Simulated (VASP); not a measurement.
A run of VASP 6.6.1 is set up as follows.

INCAR

```
PREC = Accurate
ENCUT = 520
EDIFF = 1E-6
ISMEAR = -1
SIGMA = 0.05
LREAL = False
LASPH = True
NELM = 100
ALGO = Normal
ISIF = 2
LWAVE = False
LCHARG = False
GGA = PE
NBANDS = 16
```

File KPOINTS:

```
Automatic mesh
0
Gamma
  13 13 13
```

File POSCAR:

```
BiB
1.0
    3.0950334423      0.0000000000      0.0000000000
    0.0000000000      3.0950334423      0.0000000000
    0.0000000000      0.0000000000      3.0950334423
B Bi
1 1
Direct
    0.0000000000      0.0000000000      0.0000000000
    0.5000000000      0.5000000000      0.5000000000
```

Potentials or basis: VASP PAW PBE potentials, release 64 (B, Bi_d).

Command:

```console
$ cat potpaw_PBE.64/B/POTCAR potpaw_PBE.64/Bi_d/POTCAR > POTCAR
$ mpirun -np 1 vasp_std > vasp.out
```

Question: Estimate the band gap on the k mesh.

Answer: Zero (bands 9 and 10 overlap by 5.19 eV).

Question: What does it give for the pressure?

Answer: 30.5 GPa.

Caveat: the cell stands under pressure; spin-orbit coupling is left out, which moves the levels of the heavy elements.
